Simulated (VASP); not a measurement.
# Sc (Im-3m) in VASP: further runs, part 2 of 3

VASP 6.6.1.

### 3 Single point, PBEsol

This run uses another cell than the first one, of 20.70 Å³/atom.

File INCAR:

```
SYSTEM = Sc
PREC = Accurate ; ENCUT = 500
EDIFF = 1E-6 ; ISMEAR = -1
SIGMA = 0.1 ; LREAL = .FALSE.
LASPH = .TRUE. ; NELM = 120
ALGO = Normal ; ISIF = 2
LWAVE = .FALSE. ; LCHARG = .FALSE.
GGA = PS ; NBANDS = 12
GGA_COMPAT = .FALSE.
```

File KPOINTS:

```
Automatic mesh
0
G
  18 18 18
  0 0 0
```

File POSCAR:

```
Sc
1.0
   -1.7297255386      1.7297255386      1.7297255386
    1.7297255386     -1.7297255386      1.7297255386
    1.7297255386      1.7297255386     -1.7297255386
Sc
1
Direct
    0.0000000000      0.0000000000      0.0000000000
```

Potentials or basis: VASP PAW PBE potentials, release 64 (Sc_sv).

Launch:

```bash
cat potpaw_PBE.64/Sc_sv/POTCAR > POTCAR
mpirun -np 1 vasp_std > vasp.out
```

OUTCAR:

```text
SYSTEM = Sc
   PREC = Accurate
   ENCUT = 500
   EDIFF = 1E-6
   ISMEAR = -1
   LREAL = .FALSE.
   LASPH = .TRUE.
   NELM = 120
   ISIF = 2
   GGA = PS

 ion  position               nearest neighbor table
   1  0.000  0.000  0.000-

  LATTYP: Found a body centered cubic cell.
 ALAT       =     3.4594510772

  Lattice vectors:

 A1 = (  -1.7297255386,   1.7297255386,   1.7297255386)
 A2 = (   1.7297255386,  -1.7297255386,   1.7297255386)
 A3 = (   1.7297255386,   1.7297255386,  -1.7297255386)

Analysis of symmetry for initial positions (statically):
=====================================================================
 Subroutine PRICEL returns:
 Original cell was already a primitive cell.

 Routine SETGRP: Setting up the symmetry group for a
 body centered cubic supercell.

 Subroutine GETGRP returns: Found 48 space group operations
 (whereof 48 operations were pure point group operations)
 out of a pool of 48 trial point group operations.

The static configuration has the point symmetry O_h .

Analysis of symmetry for dynamics (positions and initial velocities):
=====================================================================
 Subroutine PRICEL returns:
 Original cell was already a primitive cell.

 Routine SETGRP: Setting up the symmetry group for a
 body centered cubic supercell.

 Subroutine GETGRP returns: Found 48 space group operations
 (whereof 48 operations were pure point group operations)
 out of a pool of 48 trial point group operations.

The dynamic configuration has the point symmetry O_h .

 Subroutine INISYM returns: Found 48 space group operations
 (whereof 48 operations are pure point group operations),
 and found     1 'primitive' translations

----------------------------------------------------------------------------------------

[... 109 lines left out ...]
     AMIX     =   0.40;   BMIX     =  1.00
     AMIX_MAG =   1.60;   BMIX_MAG =  1.00
  volume/ion in A,a.u.               =      20.70       139.70
  Fermi-wavevector in a.u.,A,eV,Ry     =   1.325995  2.505767 23.922614  1.758263
  Thomas-Fermi vector in A             =   2.455415
   LORBIT       =      0    0 simple, 1 ext, 2 COOP (PROOUT), +10 PAW based schemes
   GGA     = PS    functional components
   LHFCALC =     F    Hartree Fock is set to
   AEXX    =    0.0000 exact exchange contribution
   IVDW    =     0    specifies the selected vdW correction
   LEPSILON=     F    determine dielectric tensor
   LRPA    =     F    only Hartree local field effects (RPA)
 non-spin polarized calculation
  energy-cutoff  :      500.00
  volume of cell :       20.70
 maximum number of plane-waves:       541
 NGX is ok and might be reduce to    24
   NGX = 11   NGY = 11   NGZ = 11

 number of electron      11.0000003 magnetization

 Free energy of the ion-electron system (eV)
  ---------------------------------------------------
  ext. energy  EPLUGINS =         0.00000000
  ---------------------------------------------------
  free energy    TOTEN  =        -6.44073798 eV

  energy without entropy =       -6.36968353  energy(sigma->0) =       -6.40521075

 E-fermi :   4.7882     XC(G=0): -10.7293

 val. band max:        4.7867800903   @ k =   0.2778   0.1667   0.0556
 cond. band min:       4.7939934235   @ k =   0.2778   0.2222   0.1111
 fundamental gap:      0.0072133332
 Fermi energy:         4.7881981002

 k-point     1 :       0.0000    0.0000    0.0000
  band No.  band energies     occupation
      1     -44.1370      2.00000
      2     -22.4904      2.00000
      3     -22.4904      2.00000
      4     -22.4904      2.00000
      5      -0.7642      2.00000
      6       6.4584      0.00000
      7       6.4584      0.00000
      8       6.4584      0.00000
      9       8.2304      0.00000
     10       8.2304      0.00000
     11      20.0710      0.00000
     12      20.0710      0.00000
[... 331 lines left out ...]
 k-point    24 :       0.3889    0.1111    0.0000
  band No.  band energies     occupation
      1     -44.0020      2.00000
      2     -23.1580      2.00000
      3     -22.7307      2.00000
      4     -22.5263      2.00000
      5       2.8968      2.00000
      6       5.0072      0.20136
      7       5.3443      0.00766
      8       8.1484      0.00000
      9       8.7220      0.00000
     10      10.0663      0.00000
     11      13.6933      0.00000
     12      16.4952      0.00000

 [... further k-points ...]
[... 5 lines left out ...]
  --------------------------------------------------------------------------------------
  -------------------------------------------------------------------------------------
  Total        1.2952363      1.2952363      1.2952363     -0.0000000      0.0000000     -0.0000000
  in kB      100.2462221    100.2462221    100.2462221     -0.0000000      0.0000000     -0.0000000
  external PRESSURE =     100.2462221 kB  Pullay stress =       0.0000000 kB

 VOLUME and BASIS-vectors are now :
 -----------------------------------------------------------------------------
  energy-cutoff  :      500.00
  volume of cell :       20.70
      direct lattice vectors                 reciprocal lattice vectors
    -1.729725539  1.729725539  1.729725539     0.000000000  0.289063200  0.289063200
     1.729725539 -1.729725539  1.729725539     0.289063200  0.000000000  0.289063200
     1.729725539  1.729725539 -1.729725539     0.289063200  0.289063200  0.000000000

 POSITION                                       TOTAL-FORCE (eV/Angst)
 -----------------------------------------------------------------------------------
      0.00000      0.00000      0.00000         0.000000      0.000000      0.000000
 -----------------------------------------------------------------------------------
    total drift:                                0.000000      0.000000      0.000000

  FREE ENERGIE OF THE ION-ELECTRON SYSTEM (eV)
  ---------------------------------------------------
  free  energy   TOTEN  =        -6.4407379839 eV

  energy  without entropy=       -6.3696835251  energy(sigma->0) =       -6.40521075
```

stdout:

```text
POSCAR found type information on POSCAR Sc
 POSCAR found :  1 types and       1 ions
 scaLAPACK will be used
 -----------------------------------------------------------------------------
|                                                                             |
|                                                                             |
|     You enforced a specific xc type in the INCAR file but a different       |
|     I HOPE YOU KNOW WHAT YOU ARE DOING!                                     |
|                                                                             |
 -----------------------------------------------------------------------------

 LDA part: xc-table for (Slater+PW92), standard interpolation
 POSCAR, INCAR and KPOINTS ok, starting setup
 FFT: planning ... GRIDC
 FFT: planning ... GRID_SOFT
 FFT: planning ... GRID
 WAVECAR not read
 entering main loop
```

Run time: 25 s. Hardware: 1 thread of AMD EPYC 9R14 (Zen 4), shared host; peak memory 0.14 GiB.

What came out:

| Item | Value |
| --- | --- |
| Free energy | -6.4407 eV |
| Pressure | 10.0 GPa |
| Band gap on the k mesh | zero (an odd number of electrons rules out a gap without spin polarisation) |

Caveat: the cell stands under pressure; the PAW data sets were made with another functional, which shifts forces and pressure a little.

(Continued in part 3 of 3.)
